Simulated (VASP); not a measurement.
Set up this calculation in VASP 6.6.1, as the native input.

```yaml
Task: single point
Functional: r2SCAN
Potentials_or_basis: VASP PAW PBE potentials, release 64 (Al, Ni)
Cutoff: 660 eV
k_mesh: 12 × 12 × 8
Occupations: gaussian, width 0.1 eV
Spin: no spin polarisation
Dipole_correction: no
Further_INCAR_settings: ALGO = Normal; EDIFF = 1e-06; NBANDS = 22
```

Al3Ni2:

```
Al Ni
1.0
     3.92243    0.00000    0.00000
    -1.96121    3.39692    0.00000
     0.00000    0.00000    4.76836
Al Ni
3 2
Direct
  0.00000 0.00000 0.00000
  0.33333 0.66667 0.64727
  0.66667 0.33333 0.35273
  0.33333 0.66667 0.14693
  0.66667 0.33333 0.85307
```

The input as run:

POSCAR

```
Al3Ni2
1.0
    3.9224259733      0.0000000000      0.0000000000
   -1.9612129867      3.3969205373      0.0000000000
    0.0000000000      0.0000000000      4.7683632147
Al Ni
3 2
Direct
    0.0000000000      0.0000000000      0.0000000000
    0.3333333333      0.6666666667      0.6472733671
    0.6666666667      0.3333333333      0.3527266329
    0.3333333333      0.6666666667      0.1469330024
    0.6666666667      0.3333333333      0.8530669976
```

INCAR.step1

```
PREC     = Accurate       # precision mode
ENCUT    = 660            # plane-wave cutoff, eV
ISMEAR   = 0              # smearing method
SIGMA    = 0.1            # smearing width, eV
LREAL    = F              # projectors in reciprocal space
LASPH    = T              # aspherical terms in the spheres
NELM     = 120            # most SCF steps
NBANDS   = 22             # bands
GGA      = PE             # functional
ALGO     = Normal         # electronic algorithm
EDIFF    = 1E-5           # SCF threshold, eV
LWAVE    = T              # write WAVECAR
LCHARG   = F              # write CHGCAR
GGA_COMPAT= F
```

INCAR.step2

```
PREC     = Accurate       # precision mode
ENCUT    = 660            # plane-wave cutoff, eV
EDIFF    = 1E-6           # SCF threshold, eV
ISMEAR   = 0              # smearing method
SIGMA    = 0.1            # smearing width, eV
LREAL    = F              # projectors in reciprocal space
LASPH    = T              # aspherical terms in the spheres
NELM     = 120            # most SCF steps
ALGO     = Normal         # electronic algorithm
ISIF     = 2              # what is computed and relaxed
LWAVE    = F              # write WAVECAR
LCHARG   = T              # write CHGCAR
METAGGA  = R2SCAN         # meta-GGA
LMIXTAU  = T            
LELF     = T              # ELF
LVHAR    = T            
NBANDS   = 22             # bands
ISTART   = 1            
GGA_COMPAT= F
```

KPOINTS

```
regular mesh
0
Gamma
  12 12 8
```

Potentials or basis: VASP PAW PBE potentials, release 64 (Al, Ni).

The run is started by

```sh
$ cat potpaw_PBE.64/Al/POTCAR potpaw_PBE.64/Ni/POTCAR > POTCAR
$ cp INCAR.step1 INCAR
$ mpirun -np 1 vasp_std > vasp.out
$ cp INCAR.step2 INCAR
$ mpirun -np 1 vasp_std > vasp.out
```

It gave:

```yaml
Pressure: 9.9 GPa
Largest_force: 0.024 eV/Å
Band_gap_on_the_k_mesh: zero (an odd number of electrons rules out a gap without spin polarisation)
```

Caveat: the cell stands under pressure; the PAW data sets were made with another functional, which shifts forces and pressure a little.

Wall time 6.3 min on 1 thread of Intel(R) Xeon(R) 6975P-C (Granite Rapids) (shared host), peak memory 0.39 GiB.
